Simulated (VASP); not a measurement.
Wanted: the native input for a VASP 6.6.1 run.

| Quantity | Value |
| --- | --- |
| Task | electric field gradients |
| Functional | PBE |
| Potentials or basis | VASP PAW PBE potentials, release 64 (Zn, S) |
| Cutoff | 520 eV |
| k mesh | 9 × 9 × 9 |
| Occupations | tetrahedron |
| Spin | no spin polarisation |
| Dipole correction | no |
| Further INCAR settings | ALGO = Normal; EDIFF = 1e-08; NBANDS = 16 |

The structure of ZnS lies in POSCAR:

```
ZnS
1.0
    0.0000000000      2.7020000000      2.7020000000
    2.7020000000      0.0000000000      2.7020000000
    2.7020000000      2.7020000000      0.0000000000
Zn S
1 1
Direct
    0.2500000000      0.2500000000      0.2500000000
    0.0000000000      0.0000000000      0.0000000000
```

These files were run (other wordings do the same):

INCAR

```
SYSTEM = ZnS
PREC = Accurate ; ENCUT = 520
EDIFF = 1E-8 ; ISMEAR = -4
SIGMA = 0.1 ; LREAL = .FALSE.
LASPH = .TRUE. ; NELM = 100
ALGO = Normal ; ISIF = 2
LWAVE = .FALSE. ; LCHARG = .FALSE.
GGA = PE ; LEFG = .TRUE.
NBANDS = 16
```

KPOINTS

```
Automatic mesh
0
G
  9 9 9
  0 0 0
```

Potentials or basis: VASP PAW PBE potentials, release 64 (Zn, S).

Launch:

```sh
$ cat potpaw_PBE.64/Zn/POTCAR potpaw_PBE.64/S/POTCAR > POTCAR
$ mpirun -np 1 vasp_std > vasp.out
```

It gave:

```
Pressure               : 1.8 GPa
Band gap on the k mesh : 2.11 eV, direct
```

Caveat: without QUAD_EFG the Cq values of the log hold for a quadrupole moment of 1 mb, not for the nuclei.

It took 13 s on 1 thread of Intel(R) Xeon(R) Platinum 8559C (Emerald Rapids), on a shared host, peak memory 0.16 GiB.
